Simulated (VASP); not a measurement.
## C: single point with PBE

Wire: C, a wire with vacuum.

```
CELL_PARAMETERS angstrom
9.00000 0.00000 0.00000
0.00000 9.30000 0.00000
0.00000 0.00000 2.78369
ATOMIC_POSITIONS crystal
C 0.50000 0.50000 0.00000
C 0.50000 0.50000 0.46500
```

| Property | Result |
| --- | --- |
| Program | VASP 6.6.1 |
| Task | single point |
| Functional | PBE |
| Potentials or basis | VASP PAW PBE potentials, release 64 (C) |
| Cutoff | 520 eV |
| k mesh | 1 × 1 × 23 |
| Occupations | gaussian, width 0.05 eV |
| Spin | collinear spin, ferromagnetic start |
| Starting moments | [0.5, 0.5] μB |
| Dipole correction | no |
| Further INCAR settings | ALGO = Normal; EDIFF = 1e-06; NBANDS = 15 |

```
Largest force                                         : 0.617 eV/Å
Band gap on the k mesh                                : 1.75 eV
Net moment                                            : 0.00 μB per cell
Valence electrons inside the program's atomic spheres : C 2.46
```

Forces in eV/Å, atoms in the order of the input:
```
C    0.000  0.000 -0.617
C    0.000  0.000  0.617
```

Levels at points of the mesh, in eV from the valence-band top:
Spin up:
```csv
k point,band 2,band 3,band 4,band 5,band 6,band 7
"(0.00, 0.00, 0.00)",-7.27,-3.58,-3.58,5.41,5.70,7.17
```
Spin down:
| k point | band 2 | band 3 | band 4 | band 5 | band 6 | band 7 |
| --- | --- | --- | --- | --- | --- | --- |
| (0.00, 0.00, 0.00) | -7.27 | -3.58 | -3.58 | 5.40 | 5.70 | 7.17 |

Run time: 83 s on 1 thread of AMD EPYC 9R14 (Zen 4), on a shared host, peak memory 0.39 GiB.
